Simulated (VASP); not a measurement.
A run of VASP 6.6.1 is set up as follows.

File POSCAR:

```
Ge
1.0
    2.9100000000      0.0000000000      0.0000000000
   -1.4550000000      2.5201339250      0.0000000000
    0.0000000000      0.0000000000      4.7520300000
Ge
2
Direct
    0.3333333333      0.6666666667      0.2500000000
    0.6666666667      0.3333333333      0.7500000000
```

File INCAR.step1:

```
  PREC = Accurate
  ENCUT = 600
  ISMEAR = -1
  SIGMA = 0.05
  LREAL = F
  LASPH = T
  NELM = 60
  GGA = PE
  ALGO = Normal
  EDIFF = 1E-4
  LWAVE = T
  LCHARG = F
```

INCAR.step2

```
  PREC = Accurate
  ENCUT = 600
  EDIFF = 1E-6
  ISMEAR = -1
  SIGMA = 0.05
  LREAL = F
  LASPH = T
  NELM = 60
  ALGO = Normal
  ISIF = 3
  LWAVE = F
  LCHARG = F
  METAGGA = R2SCAN
  LMIXTAU = T
  IBRION = 2
  NSW = 80
  EDIFFG = -0.03
  ISTART = 1
```

Contents of KPOINTS:

```
regular mesh
0
Gamma
  10 10 5
```

Potentials or basis: VASP PAW PBE potentials, release 64 (Ge_d).

Command:

```bash
$ cat potpaw_PBE.64/Ge_d/POTCAR > POTCAR
$ cp INCAR.step1 INCAR
$ mpirun -np 1 vasp_std > vasp.out
$ cp INCAR.step2 INCAR
$ mpirun -np 1 vasp_std > vasp.out
```

Problem. What does it give for the relaxed volume?

Solution. 18.78 Å³/atom.

Problem. What does it give for the relaxed cell?

Solution. a = 2.896 Å, b = 2.896 Å, c = 5.172 Å, α = 90.00°, β = 90.00°, γ = 120.00°.

Final structure:
```
Ge
1.0
     2.89555    0.00000    0.00000
    -1.44778    2.50762    0.00000
     0.00000    0.00000    5.17229
Ge
2
Direct
  0.33333 0.66667 0.25000
  0.66667 0.33333 0.75000
```

Caveat: the PAW data sets were made with another functional, which shifts forces and pressure a little.
